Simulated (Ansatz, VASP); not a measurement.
**Two plane-wave programs on SnTe**

```
Sn Te
1.0
     0.00000    3.15650    3.15650
     3.15650    0.00000    3.15650
     3.15650    3.15650    0.00000
Sn Te
1 1
Cartesian
  0.0000 0.0000 0.0000
  3.3369 3.3369 3.3369
```

Change from the starting cell: all Te atoms moved +0.312 Å, as atom 2 along Cartesian [1 1 1].

Alike in both runs: task single point; functional PBEsol; k mesh 10 × 10 × 10; occupations gaussian, width 0.03 eV; no spin polarisation.

|  | VASP | Ansatz |
| --- | --- | --- |
| version | VASP 6.6.1 | Ansatz 0.2.0 |
| potentials or method | VASP PAW PBE potentials, release 64 (Sn_d, Te), cutoff 520 eV | scalar-relativistic, plane waves, PAW |
| valence electrons in the cell | 20 | 30 |

|  | VASP | Ansatz | Ansatz less VASP |
| --- | --- | --- | --- |
| gap on the k mesh at the Fermi level (eV) | 0.34 | 0.33 | -0.010 |
| least direct gap on the mesh (eV) | 0.34 | 0.33 | -0.010 |
| pressure (GPa) | 0.7 | 0.7 | -0.01 |
| traceless stress, the component that is largest in VASP (GPa) | 0.21 | 0.22 | +0.008 |
| rms of the force components (eV/Å) | 0.220 | 0.213 | -0.0070 |

VASP's potentials were made for PBE, not for PBEsol. Atom by atom the forces differ by 0.007 eV/Å (rms over components). VASP's potentials hold 20 valence electrons a cell and Ansatz's 30, so a difference there can come from the potentials and not from the codes.

Neither program's run includes spin-orbit coupling.
